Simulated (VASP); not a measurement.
Crystal: Ti2Si3.

```
Ti Si
1.0
     5.41178    0.00000    0.00000
     0.00000    5.41178    0.00000
     0.00000    0.00000    5.41178
Ti Si
4 6
Direct
  0.25000 0.25000 0.25000
  0.25000 0.75000 0.75000
  0.75000 0.75000 0.25000
  0.75000 0.25000 0.75000
  0.00000 0.50000 0.50000
  0.00000 0.50000 0.00000
  0.50000 0.00000 0.50000
  0.00000 0.00000 0.50000
  0.50000 0.00000 0.00000
  0.50000 0.50000 0.00000
```

The cell was generated, and may not be a known phase.

- Program: VASP 6.6.1
- Task: relaxation of cell and atoms
- Functional: PBE
- Potentials or basis: VASP PAW PBE potentials, release 64 (Ti_sv, Si)
- Cutoff: 600 eV
- k mesh: 4 × 4 × 4
- Occupations: gaussian, width 0.1 eV
- Spin: no spin polarisation

At the start: pressure 29.1 GPa; volume 15.85 Å³/atom.

Question: Where does the relaxation end?

Answer: Over 3 steps the energy falls by 328.1 meV/atom and the volume is 20.19 Å³/atom (+27.4 %); space group Pn-3m (No. 224, to 0.1 Å) before and after.

Step by step:
```
step  energy change (eV)  largest force (eV/Å)  pressure (GPa)  volume (Å³)
   1              0.0000                0.0000           29.14       158.50
   2             -2.2686                0.0000           -8.84       234.25
   3             -3.2810                0.0000           -0.04       201.89
```

Final structure:
```
Ti Si
1.0
     5.86642    0.00000    0.00000
     0.00000    5.86642    0.00000
     0.00000    0.00000    5.86642
Ti Si
4 6
Direct
  0.25000 0.25000 0.25000
  0.25000 0.75000 0.75000
  0.75000 0.75000 0.25000
  0.75000 0.25000 0.75000
  0.00000 0.50000 0.50000
  0.00000 0.50000 0.00000
  0.50000 0.00000 0.50000
  0.00000 0.00000 0.50000
  0.50000 0.00000 0.00000
  0.50000 0.50000 0.00000
```

Caveat: the volume moved by over 15 % at a fixed basis, so the end points are rough.
